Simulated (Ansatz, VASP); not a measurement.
Tc in VASP and in Ansatz

```
CELL_PARAMETERS angstrom
0.00000 1.95000 1.95000
1.95000 0.00000 1.95000
1.95000 1.95000 0.00000
ATOMIC_POSITIONS crystal
Tc 0.00000 0.00000 0.00000
```

Alike in both runs: task relaxation of cell and atoms; functional r2SCAN; dispersion D4; k mesh 10 × 10 × 10; no spin polarisation.

|  | VASP | Ansatz |
| --- | --- | --- |
| version | VASP 6.6.1 | Ansatz 0.2.0 |
| potentials or method | VASP PAW PBE potentials, release 64 (Tc_pv), cutoff 600 eV | plane waves, PAW |
| occupations | methfessel-paxton of order 1, width 0.1 eV | cold |
| valence electrons in the cell | 13 | 15 |

```tsv
	VASP	Ansatz	Ansatz less VASP
relaxed volume (Å³/atom)	14.28	14.25	-0.027
relaxed cell length with the largest relative difference (Å)	2.723	2.721	-0.0017
```

VASP's potentials were made for PBE, not for r2SCAN. VASP's potentials hold 13 valence electrons a cell and Ansatz's 15, so a difference there can come from the potentials and not from the codes.
